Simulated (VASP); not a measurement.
# Ag (Fm-3m) in VASP: a series of runs

The runs below take Ag through single point, with RPBE.

Program: VASP 6.6.1. These are calculated values, not measurements. Logs are shortened: lines on timing, memory, paths and dates and some standing lists are left out, and cuts for length are marked.

## Step 1: The cell of the first run

Symmetry: Fm-3m, No. 225, cubic system. The conventional cell has a = 4.212 Å, b = 4.212 Å, c = 4.212 Å, α = 90.00°, β = 90.00°, γ = 90.00°. Ag (site symmetry m-3m) has 12 Ag at 2.98 Å within 3.9 Å.

## Step 2: Single point, RPBE

Contents of INCAR:

```
PREC     = Accurate       # precision mode
ENCUT    = 520            # plane-wave cutoff, eV
EDIFF    = 1E-6           # SCF threshold, eV
ISMEAR   = -1             # smearing method
SIGMA    = 0.1            # smearing width, eV
LREAL    = False          # projectors in reciprocal space
LASPH    = True           # aspherical terms in the spheres
NELM     = 60             # most SCF steps
ALGO     = Normal         # electronic algorithm
ISIF     = 2              # what is computed and relaxed
LWAVE    = False          # write WAVECAR
LCHARG   = True           # write CHGCAR
GGA      = RP             # functional
LELF     = True           # ELF
LVHAR    = True         
NBANDS   = 12             # bands
```

Contents of KPOINTS:

```
Automatic mesh
0
Gamma
  21 21 21
```

Contents of POSCAR:

```
Ag
1.0
    0.0000000000      2.1061994619      2.1061994619
    2.1061994619      0.0000000000      2.1061994619
    2.1061994619      2.1061994619      0.0000000000
Ag
1
Direct
    0.0000000000      0.0000000000      0.0000000000
```

Potentials or basis: VASP PAW PBE potentials, release 64 (Ag).

Started as:

```console
$ cat potpaw_PBE.64/Ag/POTCAR > POTCAR
$ mpirun -np 1 vasp_std > vasp.out
```

OUTCAR:

```text
PREC = Accurate
   ENCUT = 520
   EDIFF = 1E-6
   ISMEAR = -1
   LREAL = False
   LASPH = True
   NELM = 60
   ISIF = 2
   GGA = RP

 ion  position               nearest neighbor table
   1  0.000  0.000  0.000-

  LATTYP: Found a face centered cubic cell.
 ALAT       =     4.2123989238

  Lattice vectors:

 A1 = (   0.0000000000,   2.1061994619,   2.1061994619)
 A2 = (   2.1061994619,   0.0000000000,   2.1061994619)
 A3 = (   2.1061994619,   2.1061994619,   0.0000000000)

Analysis of symmetry for initial positions (statically):
=====================================================================
 Subroutine PRICEL returns:
 Original cell was already a primitive cell.

 Routine SETGRP: Setting up the symmetry group for a
 face centered cubic supercell.

 Subroutine GETGRP returns: Found 48 space group operations
 (whereof 48 operations were pure point group operations)
 out of a pool of 48 trial point group operations.

The static configuration has the point symmetry O_h .

Analysis of symmetry for dynamics (positions and initial velocities):
=====================================================================
 Subroutine PRICEL returns:
 Original cell was already a primitive cell.

 Routine SETGRP: Setting up the symmetry group for a
 face centered cubic supercell.

 Subroutine GETGRP returns: Found 48 space group operations
 (whereof 48 operations were pure point group operations)
 out of a pool of 48 trial point group operations.

The dynamic configuration has the point symmetry O_h .

 Subroutine INISYM returns: Found 48 space group operations
 (whereof 48 operations are pure point group operations),
 and found     1 'primitive' translations

----------------------------------------------------------------------------------------

                                     Primitive cell

  volume of cell :      18.6865

  direct lattice vectors                    reciprocal lattice vectors
     0.000000000  2.106199462  2.106199462    -0.237394420  0.237394420  0.237394420
     2.106199462  0.000000000  2.106199462     0.237394420 -0.237394420  0.237394420
     2.106199462  2.106199462  0.000000000     0.237394420  0.237394420 -0.237394420

  length of vectors
     2.978615844  2.978615844  2.978615844     0.411179197  0.411179197  0.411179197

  position of ions in fractional coordinates (direct lattice)
     0.000000000  0.000000000  0.000000000

  ion indices of the primitive-cell ions
   primitive index   ion index
                 1           1

----------------------------------------------------------------------------------------

 KPOINTS: Automatic mesh

Automatic generation of k-mesh.
 Grid dimensions read from file:
 generate k-points for:   21   21   21

 Generating k-lattice:

  Cartesian coordinates                     Fractional coordinates (reciprocal lattice)
    -0.011304496  0.011304496  0.011304496     0.047619048  0.000000000  0.000000000
     0.011304496 -0.011304496  0.011304496     0.000000000  0.047619048  0.000000000
     0.011304496  0.011304496 -0.011304496     0.000000000  0.000000000  0.047619048

  Length of vectors
     0.019579962  0.019579962  0.019579962

  Shift w.r.t. Gamma in fractional coordinates (k-lattice)
     0.000000000  0.000000000  0.000000000

 Subroutine IBZKPT returns following result:
 ===========================================

 Found    286 irreducible k-points:

 Following reciprocal coordinates:
            Coordinates               Weight
  0.000000  0.000000  0.000000      1.000000
  0.047619  0.000000  0.000000      8.000000
  0.095238  0.000000  0.000000      8.000000
  0.142857  0.000000  0.000000      8.000000
  0.190476  0.000000  0.000000      8.000000
  0.238095  0.000000  0.000000      8.000000
[... 16 lines left out ...]
 -0.428571  0.047619  0.000000     24.000000
 -0.380952  0.047619  0.000000     24.000000
 [... further k-points ...]
   k-points           NKPTS =    286   k-points in BZ     NKDIM =    286   number of bands    NBANDS=     12
   number of dos      NEDOS =    301   number of ions     NIONS =      1
   total plane-waves  NPLWV =  13824
   dimension x,y,z NGX =    24 NGY =   24 NGZ =   24
   dimension x,y,z NGXF=    48 NGYF=   48 NGZF=   48
   ions per type =               1
   NGX,Y,Z   is equivalent  to a cutoff of  13.40, 13.40, 13.40 a.u.
   NGXF,Y,Z  is equivalent  to a cutoff of  26.79, 26.79, 26.79 a.u.
 SYSTEM =  unknown system
   PREC   = accura    normal or accurate (medium, high low for compatibility)
   ISTART =      0    job   : 0-new  1-cont  2-samecut
   ICHARG =      2    charge: 1-file 2-atom 10-const
   ISPIN  =      1    spin polarized calculation?
   LNONCOLLINEAR =      F non collinear calculations
   LSORBIT =      F    spin-orbit coupling
   LASPH  =      T    aspherical Exc in radial PAW
   ENCUT  =  520.0 eV  38.22 Ry    6.18 a.u.   5.54  5.54  5.54*2*pi/ulx,y,z
   NELM   =     60;   NELMIN=  2; NELMDL= -5     # of ELM steps
   EDIFF  = 0.1E-05   stopping-criterion for ELM
   LREAL  =      F    real-space projection
   EDIFFG = 0.1E-04   stopping-criterion for IOM
   NSW    =      0    number of steps for IOM
   IBRION =     -1    ionic relax: 0-MD 1-quasi-New 2-CG
   NFREE  =      0    steps in history (QN), initial steepest desc. (CG)
   ISIF   =      2    stress and relaxation
   ISYM   =      2    0-nonsym 1-usesym 2-fastsym
   POTIM  = 0.5000    time-step for ionic-motion
   TEBEG  =    0.0;   TEEND  =   0.0 temperature during run
   PSTRESS=    0.0 pullay stress
   NELECT =      11.0000    total number of electrons
   NUPDOWN=      -1.0000    fix difference up-down
   EMIN   =  10.00;   EMAX   =-10.00  energy-range for DOS
   EFERMI =   0.00;   METHOD = LEGACY
   ISMEAR =    -1;   SIGMA  =   0.10  broadening in eV -4-tet -1-fermi 0-gaus
   EFERMI_NEDOS =   21; number of points for ismear=-14 and -15
   IALGO  =     38    algorithm
   IMIX   =      4    mixing-type and parameters
     AMIX     =   0.40;   BMIX     =  1.00
     AMIX_MAG =   1.60;   BMIX_MAG =  1.00
  volume/ion in A,a.u.               =      18.69       126.10
  Fermi-wavevector in a.u.,A,eV,Ry     =   1.372028  2.592757 25.612425  1.882460
  Thomas-Fermi vector in A             =   2.497672
   LORBIT       =      0    0 simple, 1 ext, 2 COOP (PROOUT), +10 PAW based schemes
   GGA     = RP    functional components
   LHFCALC =     F    Hartree Fock is set to
   AEXX    =    0.0000 exact exchange contribution
   IVDW    =     0    specifies the selected vdW correction
   LEPSILON=     F    determine dielectric tensor
   LRPA    =     F    only Hartree local field effects (RPA)
 non-spin polarized calculation
  energy-cutoff  :      520.00
  volume of cell :       18.69
 maximum number of plane-waves:       531
   NGX = 11   NGY = 11   NGZ = 11

 number of electron      11.0000003 magnetization

 Free energy of the ion-electron system (eV)
  ---------------------------------------------------
  ext. energy  EPLUGINS =         0.00000000
  ---------------------------------------------------
  free energy    TOTEN  =        -2.20348592 eV

  energy without entropy =       -2.19265294  energy(sigma->0) =       -2.19806943

 E-fermi :   7.4206     XC(G=0): -11.5297

 val. band max:        7.3837594164   @ k =  -0.4762   0.0476   0.0000
 cond. band min:       7.4471820246   @ k =  -0.2857   0.2381   0.0952
 fundamental gap:      0.0634226083
 Fermi energy:         7.4205887461

 k-point     1 :       0.0000    0.0000    0.0000
  band No.  band energies     occupation
      1       0.2826      2.00000
      2       2.8524      2.00000
      3       2.8524      2.00000
      4       2.8524      2.00000
      5       3.7238      2.00000
      6       3.7238      2.00000
      7      23.1509      0.00000
      8      26.2323      0.00000
      9      26.2323      0.00000
     10      26.2323      0.00000
     11      30.7536      0.00000
     12      31.4211      0.00000

 k-point     2 :       0.0476    0.0000    0.0000
  band No.  band energies     occupation
      1       0.3487      2.00000
      2       2.8387      2.00000
      3       2.8696      2.00000
      4       2.8696      2.00000
      5       3.7174      2.00000
      6       3.7174      2.00000
      7      23.1459      0.00000
      8      25.5805      0.00000
      9      26.2398      0.00000
     10      26.2398      0.00000
     11      30.7751      0.00000
     12      31.3818      0.00000

 k-point     3 :       0.0952    0.0000    0.0000
  band No.  band energies     occupation
      1       0.5421      2.00000
      2       2.8049      2.00000
      3       2.9161      2.00000
      4       2.9161      2.00000
      5       3.7031      2.00000
      6       3.7031      2.00000
      7      22.9258      0.00000
      8      24.4222      0.00000
      9      26.2526      0.00000
     10      26.2526      0.00000
     11      30.1599      0.00000
     12      31.2196      0.00000

 k-point     4 :       0.1429    0.0000    0.0000
  band No.  band energies     occupation
      1       0.8432      2.00000
      2       2.7762      2.00000
      3       2.9759      2.00000
      4       2.9759      2.00000
      5       3.6965      2.00000
      6       3.6965      2.00000
      7      21.7805      0.00000
      8      23.9498      0.00000
      9      26.2418      0.00000
     10      26.2418      0.00000
     11      29.5299      0.00000
     12      30.8568      0.00000

 k-point     5 :       0.1905    0.0000    0.0000
  band No.  band energies     occupation
      1       1.1988      2.00000
      2       2.8134      2.00000
      3       3.0216      2.00000
      4       3.0216      2.00000
      5       3.7235      2.00000
      6       3.7235      2.00000
      7      20.0891      0.00000
      8      23.8519      0.00000
      9      26.1629      0.00000
     10      26.1629      0.00000
     11      29.1820      0.00000
     12      30.3333      0.00000
[... 228 lines left out ...]
      1       1.5520      2.00000
      2       2.8202      2.00000
      3       2.8741      2.00000
      4       4.2442      2.00000
      5       4.3970      2.00000
      6       7.0383      1.95721
      7      10.9748      0.00000
      8      22.3447      0.00000
      9      23.9963      0.00000
     10      24.1170      0.00000
     11      29.2350      0.00000
     12      29.2929      0.00000

 k-point    22 :      -0.4762    0.0476    0.0000
  band No.  band energies     occupation
      1       1.5437      2.00000
      2       2.8162      2.00000
      3       2.8632      2.00000
      4       4.2954      2.00000
      5       4.3878      2.00000
      6       7.3838      1.18209
      7      10.5524      0.00000
      8      22.2865      0.00000
      9      23.8666      0.00000
     10      24.1776      0.00000
     11      29.1633      0.00000
     12      29.3084      0.00000

 k-point    23 :      -0.4286    0.0476    0.0000
  band No.  band energies     occupation
      1       1.5614      2.00000
      2       2.8345      2.00000
      3       2.8737      2.00000
      4       4.2742      2.00000
      5       4.3201      2.00000
      6       6.7615      1.99726
      7      11.3342      0.00000
      8      22.3284      0.00000
      9      23.8087      0.00000
     10      24.5394      0.00000
     11      29.0484      0.00000
     12      29.3553      0.00000

 k-point    24 :      -0.3810    0.0476    0.0000
  band No.  band energies     occupation
      1       1.6008      2.00000
      2       2.8719      2.00000
      3       2.9046      2.00000
      4       4.1758      2.00000
      5       4.2021      2.00000
      6       5.8044      2.00000
      7      12.6961      0.00000
      8      22.4610      0.00000
      9      23.9350      0.00000
     10      25.0742      0.00000
     11      28.9437      0.00000
     12      29.3439      0.00000

 [... further k-points ...]
[... 5 lines left out ...]
  --------------------------------------------------------------------------------------
  -------------------------------------------------------------------------------------
  Total       -0.0027403     -0.0027403     -0.0027403      0.0000000      0.0000000     -0.0000000
  in kB       -0.2349516     -0.2349516     -0.2349516      0.0000000      0.0000000     -0.0000000
  external PRESSURE =      -0.2349516 kB  Pullay stress =       0.0000000 kB

 VOLUME and BASIS-vectors are now :
 -----------------------------------------------------------------------------
  energy-cutoff  :      520.00
  volume of cell :       18.69
      direct lattice vectors                 reciprocal lattice vectors
     0.000000000  2.106199462  2.106199462    -0.237394420  0.237394420  0.237394420
     2.106199462  0.000000000  2.106199462     0.237394420 -0.237394420  0.237394420
     2.106199462  2.106199462  0.000000000     0.237394420  0.237394420 -0.237394420

 POSITION                                       TOTAL-FORCE (eV/Angst)
 -----------------------------------------------------------------------------------
      0.00000      0.00000      0.00000         0.000000      0.000000      0.000000
 -----------------------------------------------------------------------------------
    total drift:                               -0.000000      0.000000     -0.000000

  FREE ENERGIE OF THE ION-ELECTRON SYSTEM (eV)
  ---------------------------------------------------
  free  energy   TOTEN  =        -2.2034859218 eV

  energy  without entropy=       -2.1926529426  energy(sigma->0) =       -2.19806943
```

It took 31 s on 1 thread of Intel Xeon Platinum 8259CL at 2.50GHz (Skylake/Cascade Lake), shared host; peak memory 0.19 GiB.

Results:

```yaml
Free_energy: -2.2035 eV
Pressure: 0.0 GPa
```

Caveat: the PAW data sets were made with another functional, which shifts forces and pressure a little.

## Step 3: Single point, RPBE

Contents of INCAR:

```
SYSTEM = Ag
PREC     = Accurate       ! precision mode
ENCUT    = 520            ! plane-wave cutoff, eV
EDIFF    = 1E-6           ! SCF threshold, eV
ISMEAR   = -1             ! smearing method
SIGMA    = 0.1            ! smearing width, eV
LREAL    = .False.        ! projectors in reciprocal space
LASPH    = .True.         ! aspherical terms in the spheres
NELM     = 80             ! most SCF steps
ALGO     = Normal         ! electronic algorithm
ISIF     = 2              ! what is computed and relaxed
LWAVE    = .False.        ! write WAVECAR
LCHARG   = .True.         ! write CHGCAR
GGA      = RP             ! functional
LELF     = .True.         ! ELF
LVHAR    = .True.       
NBANDS   = 12             ! bands
```

Contents of KPOINTS:

```
Automatic mesh
0
Gamma
  21 21 21
  0 0 0
```

POSCAR is that of step 2.

Potentials or basis: VASP PAW PBE potentials, release 64 (Ag).

Started as:

```console
$ cat potpaw_PBE.64/Ag/POTCAR > POTCAR
$ mpirun -np 1 vasp_std > vasp.out
```

OUTCAR:

```text
SYSTEM = Ag
   PREC = Accurate
   ENCUT = 520
   EDIFF = 1E-6
   ISMEAR = -1
   LREAL = .False.
   LASPH = .True.
   NELM = 80
   ISIF = 2
   GGA = RP

 ion  position               nearest neighbor table
   1  0.000  0.000  0.000-

  LATTYP: Found a face centered cubic cell.
 ALAT       =     4.2123989238

  Lattice vectors:

 A1 = (   0.0000000000,   2.1061994619,   2.1061994619)
 A2 = (   2.1061994619,   0.0000000000,   2.1061994619)
 A3 = (   2.1061994619,   2.1061994619,   0.0000000000)

Analysis of symmetry for initial positions (statically):
[... 530 lines left out ...]
      7      12.6961      0.00000
      8      22.4610      0.00000
      9      23.9350      0.00000
     10      25.0742      0.00000
     11      28.9437      0.00000
     12      29.3439      0.00000

 [... further k-points ...]
[... 5 lines left out ...]
  --------------------------------------------------------------------------------------
  -------------------------------------------------------------------------------------
  Total       -0.0027403     -0.0027403     -0.0027403      0.0000000      0.0000000     -0.0000000
  in kB       -0.2349516     -0.2349516     -0.2349516      0.0000000      0.0000000     -0.0000000
  external PRESSURE =      -0.2349516 kB  Pullay stress =       0.0000000 kB

 VOLUME and BASIS-vectors are now :
 -----------------------------------------------------------------------------
  energy-cutoff  :      520.00
  volume of cell :       18.69
      direct lattice vectors                 reciprocal lattice vectors
     0.000000000  2.106199462  2.106199462    -0.237394420  0.237394420  0.237394420
     2.106199462  0.000000000  2.106199462     0.237394420 -0.237394420  0.237394420
     2.106199462  2.106199462  0.000000000     0.237394420  0.237394420 -0.237394420

 POSITION                                       TOTAL-FORCE (eV/Angst)
 -----------------------------------------------------------------------------------
      0.00000      0.00000      0.00000         0.000000      0.000000      0.000000
 -----------------------------------------------------------------------------------
    total drift:                               -0.000000      0.000000     -0.000000

  FREE ENERGIE OF THE ION-ELECTRON SYSTEM (eV)
  ---------------------------------------------------
  free  energy   TOTEN  =        -2.2034859218 eV

  energy  without entropy=       -2.1926529426  energy(sigma->0) =       -2.19806943
```

It took 31 s on 1 thread of Intel Xeon Platinum 8259CL at 2.50GHz (Skylake/Cascade Lake), shared host; peak memory 0.19 GiB.

Results:

```yaml
Free_energy: -2.2035 eV
Pressure: 0.0 GPa
```

Levels at points of the mesh, in eV from the Fermi level:
```
           k point  band 4  band 5  band 6  band 7  band 8  band 9
(0.00, 0.00, 0.00)   -4.57   -3.70   -3.70   15.73   18.81   18.81
```

Caveat: the PAW data sets were made with another functional, which shifts forces and pressure a little.
